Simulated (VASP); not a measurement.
Runs of VASP 6.6.1 on TeAu4. The structure is that of space group Pm-3m (No. 221), or close to it. The cells are those of the table. 

```csv
task,cell,k mesh,cutoff (eV),gap on the mesh (eV),pressure (GPa)
single point,"a = 4.754 Å, 5 atoms",4 × 4 × 4,520,none,26.1
single point,"a = 5.108 Å, 5 atoms",8 × 8 × 8,520,none,(a)
relaxation of cell and atoms,"relaxed from a = 5.103 Å, 5 atoms",8 × 8 × 8,600,none,0.0
single point,"a = 5.103 Å, 5 atoms",4 × 4 × 4,520,none,0.2
```

Alike in all rows: level PBE; potentials or basis VASP PAW PBE potentials, release 64 (Te, Au); no spin polarisation; smearing gaussian 0.1 eV.

Question: Fill in the values left out.

Answer: (a) -0.1.

Caveats: spin-orbit coupling is left out, which moves the levels of the heavy elements.

A k mesh can miss the band edges, and the runs leave out spin-orbit coupling on Au, Te.

A gap of «none» marks levels without a gap at the run's occupations.
